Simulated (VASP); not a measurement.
Here is a VASP 6.6.1 calculation.

Contents of POSCAR:

```
AlN
1.0
    0.0000000000      2.2065347147      2.2065347147
    2.2065347147      0.0000000000      2.2065347147
    2.2065347147      2.2065347147      0.0000000000
Al N
1 1
Direct
    0.0000000000      0.0000000000      0.0000000000
    0.7500000000      0.7500000000      0.7500000000
```

INCAR.step1

```
SYSTEM = AlN
ALGO = Normal
EDIFF = 1E-4
ENCUT = 520
GGA = PE
ISMEAR = 0
LASPH = .True.
LCHARG = .False.
LREAL = .False.
LWAVE = .True.
NBANDS = 11
NELM = 60
PREC = Accurate
SIGMA = 0.02
```

INCAR.step2

```
SYSTEM = AlN
ALGO = Normal
EDIFF = 1E-6
ENCUT = 520
ISIF = 2
ISMEAR = 0
ISTART = 1
LASPH = .True.
LCHARG = .False.
LMIXTAU = .True.
LREAL = .False.
LWAVE = .False.
METAGGA = R2SCAN
NBANDS = 11
NELM = 60
PREC = Accurate
SIGMA = 0.02
```

Contents of KPOINTS:

```
k-points
0
Gamma
  10 10 10
  0 0 0
```

Potentials or basis: VASP PAW PBE potentials, release 64 (Al, N).

Command:

```console
$ cat potpaw_PBE.64/Al/POTCAR potpaw_PBE.64/N/POTCAR > POTCAR
$ cp INCAR.step1 INCAR
$ mpirun -np 1 vasp_std > vasp.out
$ cp INCAR.step2 INCAR
$ mpirun -np 1 vasp_std > vasp.out
```

Q: Estimate the band gap on the k mesh.

A: 3.91 eV, indirect (least direct gap 4.61 eV).

Q: Estimate the pressure.

A: -6.3 GPa.

Caveat: the PAW data sets were made with another functional, which shifts forces and pressure a little. A k mesh can miss the band edges.
